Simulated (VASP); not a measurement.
# MgO (CsCl type) (Pm-3m) in VASP: further runs

MgO (CsCl type) is run at these levels: PBE; tasks: single point.

All numbers are computed with VASP 6.6.1; they aren't measurements. Logs are shortened: lines on timing, memory, paths and dates and some standing lists are left out, and cuts for length are marked.

## 1. The cell of the first run

It takes space group Pm-3m (No. 221, cubic). Conventional cell: a = 2.437 Å, b = 2.437 Å, c = 2.437 Å, α = 90.00°, β = 90.00°, γ = 90.00°. Mg (site symmetry m-3m) has 8 O at 2.11 Å and 6 Mg at 2.44 Å within 2.8 Å. Within 2.8 Å of O (site symmetry m-3m) lie 8 Mg at 2.11 Å and 6 O at 2.44 Å.

## 2. Single point, PBE

Contents of INCAR:

```
SYSTEM = MgO
PREC = Accurate ; ENCUT = 520
EDIFF = 1E-6 ; ISMEAR = -1
SIGMA = 0.08 ; LREAL = .FALSE.
LASPH = .TRUE. ; NELM = 100
ALGO = Normal ; ISIF = 2
LWAVE = .FALSE. ; LCHARG = .FALSE.
GGA = PE ; NBANDS = 11
```

Contents of KPOINTS:

```
regular mesh
0
G
  15 15 15
  0 0 0
```

Contents of POSCAR:

```
MgO
1.0
    2.4374474681      0.0000000000      0.0000000000
    0.0000000000      2.4374474681      0.0000000000
    0.0000000000      0.0000000000      2.4374474681
Mg O
1 1
Direct
    0.0000000000      0.0000000000      0.0000000000
    0.5000000000      0.5000000000      0.5000000000
```

Potentials or basis: VASP PAW PBE potentials, release 64 (Mg, O).

The run is started by

```sh
$ cat potpaw_PBE.64/Mg/POTCAR potpaw_PBE.64/O/POTCAR > POTCAR
$ mpirun -np 1 vasp_std > vasp.out
```

OUTCAR:

```text
SYSTEM = MgO
   PREC = Accurate
   ENCUT = 520
   EDIFF = 1E-6
   ISMEAR = -1
   LREAL = .FALSE.
   LASPH = .TRUE.
   NELM = 100
   ISIF = 2
   GGA = PE

 ion  position               nearest neighbor table
   1  0.000  0.000  0.000-   2 2.11   2 2.11   2 2.11   2 2.11   2 2.11   2 2.11   2 2.11   2 2.11

   2  0.500  0.500  0.500-   1 2.11   1 2.11   1 2.11   1 2.11   1 2.11   1 2.11   1 2.11   1 2.11

  LATTYP: Found a simple cubic cell.
 ALAT       =     2.4374474681

  Lattice vectors:

 A1 = (   2.4374474681,   0.0000000000,   0.0000000000)
 A2 = (   0.0000000000,   2.4374474681,   0.0000000000)
 A3 = (   0.0000000000,   0.0000000000,   2.4374474681)

Analysis of symmetry for initial positions (statically):
=====================================================================
 Subroutine PRICEL returns:
 Original cell was already a primitive cell.

 Routine SETGRP: Setting up the symmetry group for a
 simple cubic supercell.

 Subroutine GETGRP returns: Found 48 space group operations
 (whereof 48 operations were pure point group operations)
 out of a pool of 48 trial point group operations.

The static configuration has the point symmetry O_h .

Analysis of symmetry for dynamics (positions and initial velocities):
=====================================================================
 Subroutine PRICEL returns:
 Original cell was already a primitive cell.

 Routine SETGRP: Setting up the symmetry group for a
 simple cubic supercell.

 Subroutine GETGRP returns: Found 48 space group operations
 (whereof 48 operations were pure point group operations)
 out of a pool of 48 trial point group operations.

The dynamic configuration has the point symmetry O_h .

 Subroutine INISYM returns: Found 48 space group operations
 (whereof 48 operations are pure point group operations),
 and found     1 'primitive' translations

----------------------------------------------------------------------------------------

                                     Primitive cell

  volume of cell :      14.4812

  direct lattice vectors                    reciprocal lattice vectors
     2.437447468  0.000000000  0.000000000     0.410265252  0.000000000  0.000000000
     0.000000000  2.437447468  0.000000000     0.000000000  0.410265252  0.000000000
     0.000000000  0.000000000  2.437447468     0.000000000  0.000000000  0.410265252

  length of vectors
     2.437447468  2.437447468  2.437447468     0.410265252  0.410265252  0.410265252

  position of ions in fractional coordinates (direct lattice)
     0.000000000  0.000000000  0.000000000
     0.500000000  0.500000000  0.500000000

  ion indices of the primitive-cell ions
   primitive index   ion index
                 1           1
                 2           2

----------------------------------------------------------------------------------------

 KPOINTS: regular mesh

Automatic generation of k-mesh.
 Grid dimensions read from file:
 generate k-points for:   15   15   15

 Generating k-lattice:

  Cartesian coordinates                     Fractional coordinates (reciprocal lattice)
     0.027351017  0.000000000  0.000000000     0.066666667  0.000000000  0.000000000
     0.000000000  0.027351017  0.000000000     0.000000000  0.066666667  0.000000000
     0.000000000  0.000000000  0.027351017     0.000000000  0.000000000  0.066666667

  Length of vectors
     0.027351017  0.027351017  0.027351017

  Shift w.r.t. Gamma in fractional coordinates (k-lattice)
     0.000000000  0.000000000  0.000000000

 Subroutine IBZKPT returns following result:
 ===========================================

 Found    120 irreducible k-points:

 Following reciprocal coordinates:
            Coordinates               Weight
  0.000000  0.000000  0.000000      1.000000
  0.066667  0.000000  0.000000      6.000000
  0.133333  0.000000  0.000000      6.000000
  0.200000  0.000000  0.000000      6.000000
  0.266667  0.000000  0.000000      6.000000
  0.333333  0.000000  0.000000      6.000000
[... 16 lines left out ...]
  0.266667  0.200000  0.000000     24.000000
  0.333333  0.200000  0.000000     24.000000
 [... further k-points ...]
   k-points           NKPTS =    120   k-points in BZ     NKDIM =    120   number of bands    NBANDS=     11
   number of dos      NEDOS =    301   number of ions     NIONS =      2
   total plane-waves  NPLWV =   5832
   dimension x,y,z NGX =    18 NGY =   18 NGZ =   18
   dimension x,y,z NGXF=    36 NGYF=   36 NGZF=   36
   ions per type =               1   1
   NGX,Y,Z   is equivalent  to a cutoff of  12.28, 12.28, 12.28 a.u.
   NGXF,Y,Z  is equivalent  to a cutoff of  24.55, 24.55, 24.55 a.u.
 SYSTEM =  MgO
   PREC   = accura    normal or accurate (medium, high low for compatibility)
   ISTART =      0    job   : 0-new  1-cont  2-samecut
   ICHARG =      2    charge: 1-file 2-atom 10-const
   ISPIN  =      1    spin polarized calculation?
   LNONCOLLINEAR =      F non collinear calculations
   LSORBIT =      F    spin-orbit coupling
   LASPH  =      T    aspherical Exc in radial PAW
   ENCUT  =  520.0 eV  38.22 Ry    6.18 a.u.   4.53  4.53  4.53*2*pi/ulx,y,z
   NELM   =    100;   NELMIN=  2; NELMDL= -5     # of ELM steps
   EDIFF  = 0.1E-05   stopping-criterion for ELM
   LREAL  =      F    real-space projection
   EDIFFG = 0.1E-04   stopping-criterion for IOM
   NSW    =      0    number of steps for IOM
   IBRION =     -1    ionic relax: 0-MD 1-quasi-New 2-CG
   NFREE  =      0    steps in history (QN), initial steepest desc. (CG)
   ISIF   =      2    stress and relaxation
   ISYM   =      2    0-nonsym 1-usesym 2-fastsym
   POTIM  = 0.5000    time-step for ionic-motion
   TEBEG  =    0.0;   TEEND  =   0.0 temperature during run
   PSTRESS=    0.0 pullay stress
   NELECT =       8.0000    total number of electrons
   NUPDOWN=      -1.0000    fix difference up-down
   EMIN   =  10.00;   EMAX   =-10.00  energy-range for DOS
   EFERMI =   0.00;   METHOD = LEGACY
   ISMEAR =    -1;   SIGMA  =   0.08  broadening in eV -4-tet -1-fermi 0-gaus
   EFERMI_NEDOS =   21; number of points for ismear=-14 and -15
   IALGO  =     38    algorithm
   IMIX   =      4    mixing-type and parameters
     AMIX     =   0.40;   BMIX     =  1.00
     AMIX_MAG =   1.60;   BMIX_MAG =  1.00
  volume/ion in A,a.u.               =       7.24        48.86
  Fermi-wavevector in a.u.,A,eV,Ry     =   1.343289  2.538449 24.550709  1.804426
  Thomas-Fermi vector in A             =   2.471375
   LORBIT       =      0    0 simple, 1 ext, 2 COOP (PROOUT), +10 PAW based schemes
   GGA     = PE    functional components
   LHFCALC =     F    Hartree Fock is set to
   AEXX    =    0.0000 exact exchange contribution
   IVDW    =     0    specifies the selected vdW correction
   LEPSILON=     F    determine dielectric tensor
   LRPA    =     F    only Hartree local field effects (RPA)
 non-spin polarized calculation
  energy-cutoff  :      520.00
  volume of cell :       14.48
 maximum number of plane-waves:       405
 NGX is ok and might be reduce to    18
   NGX =  9   NGY =  9   NGZ =  9

 number of electron       7.9999992 magnetization

 Free energy of the ion-electron system (eV)
  ---------------------------------------------------
  ext. energy  EPLUGINS =         0.00000000
  ---------------------------------------------------
  free energy    TOTEN  =        -9.74309387 eV

  energy without entropy =       -9.74309387  energy(sigma->0) =       -9.74309387

 E-fermi :   9.0709     XC(G=0): -12.4605

 val. band max:        7.3992624909   @ k =   0.4667   0.4667   0.0000
 cond. band min:      12.4683903345   @ k =   0.0000   0.0000   0.0000
 fundamental gap:      5.0691278436
 Fermi energy:         9.0708639969

 k-point     1 :       0.0000    0.0000    0.0000
  band No.  band energies     occupation
      1     -12.9051      2.00000
      2       6.1257      2.00000
      3       6.1257      2.00000
      4       6.1257      2.00000
      5      12.4684      0.00000
      6      18.2204      0.00000
      7      18.2204      0.00000
      8      31.8748      0.00000
      9      31.8748      0.00000
     10      31.8748      0.00000
     11      38.1617      0.00000

 k-point     2 :       0.0667    0.0000    0.0000
  band No.  band energies     occupation
      1     -12.8424      2.00000
      2       5.6815      2.00000
      3       6.1466      2.00000
      4       6.1466      2.00000
      5      12.7356      0.00000
      6      18.3298      0.00000
      7      18.4537      0.00000
      8      31.7369      0.00000
      9      31.7369      0.00000
     10      31.9037      0.00000
     11      37.6358      0.00000

 k-point     3 :       0.1333    0.0000    0.0000
  band No.  band energies     occupation
      1     -12.6592      2.00000
      2       4.5994      2.00000
      3       6.2062      2.00000
      4       6.2062      2.00000
      5      13.3440      0.00000
      6      18.6573      0.00000
      7      19.0443      0.00000
      8      31.3214      0.00000
      9      31.3214      0.00000
     10      32.0759      0.00000
     11      36.6232      0.00000

 k-point     4 :       0.2000    0.0000    0.0000
  band No.  band energies     occupation
      1     -12.3721      2.00000
      2       3.2676      2.00000
      3       6.2956      2.00000
      4       6.2956      2.00000
      5      14.0549      0.00000
      6      19.2003      0.00000
      7      19.7040      0.00000
      8      30.6608      0.00000
      9      30.6608      0.00000
     10      32.5958      0.00000
     11      34.5913      0.00000

 k-point     5 :       0.2667    0.0000    0.0000
  band No.  band energies     occupation
      1     -12.0125      2.00000
      2       1.9376      2.00000
      3       6.4008      2.00000
      4       6.4008      2.00000
      5      14.7898      0.00000
      6      19.9533      0.00000
      7      20.1227      0.00000
      8      29.8730      0.00000
      9      29.8730      0.00000
     10      32.0667      0.00000
     11      33.6714      0.00000
[... 211 lines left out ...]
 k-point    21 :       0.4667    0.1333    0.0000
  band No.  band energies     occupation
      1     -10.9207      2.00000
      2      -0.3057      2.00000
      3       5.5635      2.00000
      4       6.7521      2.00000
      5      17.4326      0.00000
      6      18.8334      0.00000
      7      21.9560      0.00000
      8      26.4062      0.00000
      9      28.3067      0.00000
     10      30.5614      0.00000
     11      33.0098      0.00000

 k-point    22 :       0.2000    0.2000    0.0000
  band No.  band energies     occupation
      1     -11.8779      2.00000
      2       3.3483      2.00000
      3       4.0148      2.00000
      4       6.4925      2.00000
      5      15.4839      0.00000
      6      19.4665      0.00000
      7      20.6244      0.00000
      8      28.4725      0.00000
      9      30.3845      0.00000
     10      31.5673      0.00000
     11      32.8643      0.00000

 k-point    23 :       0.2667    0.2000    0.0000
  band No.  band energies     occupation
      1     -11.5464      2.00000
      2       2.3541      2.00000
      3       4.0106      2.00000
      4       6.6149      2.00000
      5      16.1231      0.00000
      6      19.2852      0.00000
      7      21.0560      0.00000
      8      27.9326      0.00000
      9      29.9054      0.00000
     10      31.0662      0.00000
     11      32.1783      0.00000

 k-point    24 :       0.3333    0.2000    0.0000
  band No.  band energies     occupation
      1     -11.1964      2.00000
      2       1.2846      2.00000
      3       4.2311      2.00000
      4       6.7354      2.00000
      5      16.7090      0.00000
      6      18.9475      0.00000
      7      21.3816      0.00000
      8      27.3320      0.00000
      9      29.2431      0.00000
     10      31.1753      0.00000
     11      31.9114      0.00000

 [... further k-points ...]
[... 5 lines left out ...]
  --------------------------------------------------------------------------------------
  -------------------------------------------------------------------------------------
  Total        5.5511881      5.5511881      5.5511881     -0.0000000     -0.0000000      0.0000000
  in kB      614.1730218    614.1730218    614.1730218     -0.0000000     -0.0000000      0.0000000
  external PRESSURE =     614.1730218 kB  Pullay stress =       0.0000000 kB

 VOLUME and BASIS-vectors are now :
 -----------------------------------------------------------------------------
  energy-cutoff  :      520.00
  volume of cell :       14.48
      direct lattice vectors                 reciprocal lattice vectors
     2.437447468  0.000000000  0.000000000     0.410265252  0.000000000  0.000000000
     0.000000000  2.437447468  0.000000000     0.000000000  0.410265252  0.000000000
     0.000000000  0.000000000  2.437447468     0.000000000  0.000000000  0.410265252

 POSITION                                       TOTAL-FORCE (eV/Angst)
 -----------------------------------------------------------------------------------
      0.00000      0.00000      0.00000         0.000000      0.000000      0.000000
      1.21872      1.21872      1.21872         0.000000      0.000000      0.000000
 -----------------------------------------------------------------------------------
    total drift:                                0.000000     -0.000000      0.000000

  FREE ENERGIE OF THE ION-ELECTRON SYSTEM (eV)
  ---------------------------------------------------
  free  energy   TOTEN  =        -9.7430938705 eV

  energy  without entropy=       -9.7430938704  energy(sigma->0) =       -9.74309387
```

Wall time 12 s (1 thread of Intel Xeon Platinum 8488C (Sapphire Rapids), shared host); peak memory 0.13 GiB.

What came out:

```yaml
Free_energy: -9.7431 eV
Pressure: 61.4 GPa
Band_gap_on_the_k_mesh: 5.07 eV, indirect (least direct gap 5.97 eV)
```

A k mesh can miss the band edges. PBE gaps usually lie below the measured ones, often by a third to a half.

(Continued in part 2 of 2.)
